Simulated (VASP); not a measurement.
Set up this calculation in VASP 6.6.1, as the native input.

```
Task                   : single point
Functional             : PBEsol
Potentials or basis    : VASP PAW PBE potentials, release 64 (Rh_pv, C)
Cutoff                 : 520 eV
k mesh                 : 12 × 12 × 12
Occupations            : tetrahedron
Spin                   : no spin polarisation
Dipole correction      : no
Further INCAR settings : ALGO = Normal; EDIFF = 1e-06; NBANDS = 18
```

The structure of RhC2 lies in POSCAR:

```
RhC2
1.0
    0.0000000000      2.4412493123      2.4412493123
    2.4412493123      0.0000000000      2.4412493123
    2.4412493123      2.4412493123      0.0000000000
Rh C
1 2
Direct
    0.0000000000      0.0000000000      0.0000000000
    0.2500000000      0.2500000000      0.2500000000
    0.7500000000      0.7500000000      0.7500000000
```

One way to write it, as run:

INCAR

```
SYSTEM = RhC2
PREC     = Accurate       ! precision mode
ENCUT    = 520            ! plane-wave cutoff, eV
EDIFF    = 1E-6           ! SCF threshold, eV
ISMEAR   = -5             ! smearing method
SIGMA    = 0.1            ! smearing width, eV
LREAL    = .FALSE.        ! projectors in reciprocal space
LASPH    = .TRUE.         ! aspherical terms in the spheres
NELM     = 80             ! most SCF steps
ALGO     = Normal         ! electronic algorithm
ISIF     = 2              ! what is computed and relaxed
LWAVE    = .FALSE.        ! write WAVECAR
LCHARG   = .FALSE.        ! write CHGCAR
GGA      = PS             ! functional
NBANDS   = 18             ! bands
```

KPOINTS

```
regular mesh
0
G
  12 12 12
  0 0 0
```

Potentials or basis: VASP PAW PBE potentials, release 64 (Rh_pv, C).

Launch:

```bash
$ cat potpaw_PBE.64/Rh_pv/POTCAR potpaw_PBE.64/C/POTCAR > POTCAR
$ mpirun -np 1 vasp_std > vasp.out
```

It gave:

* Pressure: 0.1 GPa
* Band gap on the k mesh: zero (an odd number of electrons rules out a gap without spin polarisation)

Caveat: the PAW data sets were made with another functional, which shifts forces and pressure a little; tetrahedron occupations give inexact forces and stress in metals.

It took 22 s on 1 thread of Intel(R) Xeon(R) 6975P-C (Granite Rapids), on a shared host, peak memory 0.18 GiB.
